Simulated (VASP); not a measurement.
Crystal: BN.

```
B N
1.0
     2.50012    0.00000    0.00000
    -1.25006    2.16517    0.00000
     0.00000    0.00000    4.02229
B N
2 2
Cartesian
  0.0000 0.0000 0.0000
  0.0000 0.0000 2.0111
  0.0000 1.4434 1.0056
  1.2501 0.7217 3.0167
```

```yaml
Program: VASP 6.6.1
Task: relaxation of cell and atoms
Functional: PBEsol
Potentials_or_basis: VASP PAW PBE potentials, release 64 (B, N)
Cutoff: 600 eV
k_mesh: 12 × 12 × 6
Occupations: fermi-dirac, width 0.02 eV
Spin: no spin polarisation
```

At the start: pressure -6.9 GPa; volume 5.44 Å³/atom.

Q: How do energy, volume and symmetry change on relaxing?

A: Over 7 steps the energy falls by 2.2 meV/atom and the volume is 5.35 Å³/atom (-1.8 %); space group P6_3/mmc (No. 194, to 0.05 Å).

Step by step:
```
step  energy change (eV)  largest force (eV/Å)  pressure (GPa)  volume (Å³)
   1              0.0000                0.0000           -6.87        21.77
   2             -0.0023                0.0000            6.37        21.05
   3             -0.0087                0.0000            0.00        21.38
   4             -0.0087                0.0000            0.17        21.37
   5             -0.0087                0.0000            0.12        21.37
   6             -0.0087                0.0000            0.14        21.37
   7             -0.0087                0.0000           -0.08        21.38
```

Final structure:
```cif
data_structure
_symmetry_space_group_name_H-M 'P 1'
_symmetry_Int_Tables_number 1
_cell_length_a 2.4834
_cell_length_b 2.4834
_cell_length_c 4.0037
_cell_angle_alpha 90.000
_cell_angle_beta 90.000
_cell_angle_gamma 120.000
_cell_volume 21.38
loop_
_atom_site_label
_atom_site_type_symbol
_atom_site_fract_x
_atom_site_fract_y
_atom_site_fract_z
_atom_site_occupancy
B1 B 0.00000 0.00000 0.00000 1
B2 B 0.00000 0.00000 0.50000 1
N1 N 0.33333 0.66667 0.25000 1
N2 N 0.66667 0.33333 0.75000 1
```

Caveat: the PAW data sets were made with another functional, which shifts forces and pressure a little.
